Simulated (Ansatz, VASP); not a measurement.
**Two plane-wave programs on HfO2**

```
Hf O
1.0
     0.00000    2.54881    2.54881
     2.54881    0.00000    2.54881
     2.54881    2.54881    0.00000
Hf O
1 2
Direct
  0.00000 0.00000 0.00000
  0.25000 0.25000 0.25000
  0.75000 0.75000 0.75000
```

Alike in both runs: task single point; functional PBE; k mesh 8 × 8 × 8; occupations gaussian, width 0.02 eV; non-collinear spin, spin-orbit coupling.

|  | VASP | Ansatz |
| --- | --- | --- |
| version | VASP 6.6.1 | Ansatz 0.2.0 |
| potentials or method | VASP PAW PBE potentials, release 64 (Hf_pv, O), cutoff 520 eV | plane waves, PAW |
| valence electrons in the cell | 22 | 38 |

VASP gave:

```
pressure (GPa) : -3.5
```

Problem. Which values does Ansatz return?

Solution. Pressure (GPa): -0.2.

VASP's potentials hold 22 valence electrons a cell and Ansatz's 38, so a difference there can come from the potentials and not from the codes.
